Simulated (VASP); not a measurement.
The system is CdS.

```
CELL_PARAMETERS angstrom
0.00000 2.89091 2.61558
2.89091 0.00000 2.61558
2.89091 2.89091 0.00000
ATOMIC_POSITIONS crystal
Cd 0.00000 0.00000 0.00000
S 0.50000 0.50000 0.50000
```

This cell differs from its parent crystal: strain +0.050 along x and y, -0.050 along z.

Base run:

| Property | Result |
| --- | --- |
| Program | VASP 6.6.1 |
| Functional | PBE |
| Potentials or basis | VASP PAW PBE potentials, release 64 (Cd, S) |
| Cutoff | 520 eV |
| k mesh | 10 × 10 × 10 |
| Occupations | gaussian, width 0.03 eV |
| Spin | no spin polarisation |

Its results: band gap on the k mesh zero (band 9 reaches 2.45 eV, above the bottom of band 10 at 2.37 eV); pressure -1.8 GPa.

Task: The run is repeated on the same cell with these changes: potentials or basis from VASP PAW PBE potentials, release 64 (Cd, S) to VASP PAW PBE potentials, release 64 (Cd_sv_GW, S); cutoff from 520 eV to 540 eV; further incar settings from ALGO = Normal; EDIFF = 1e-06; NBANDS = 16 to ALGO = Normal; EDIFF = 1e-06; NBANDS = 20; valence electrons from 18 to 26. What comes out?

Result: Band gap on the k mesh zero (band 13 reaches 4.21 eV, above the bottom of band 14 at 4.14 eV); pressure -3.3 GPa.
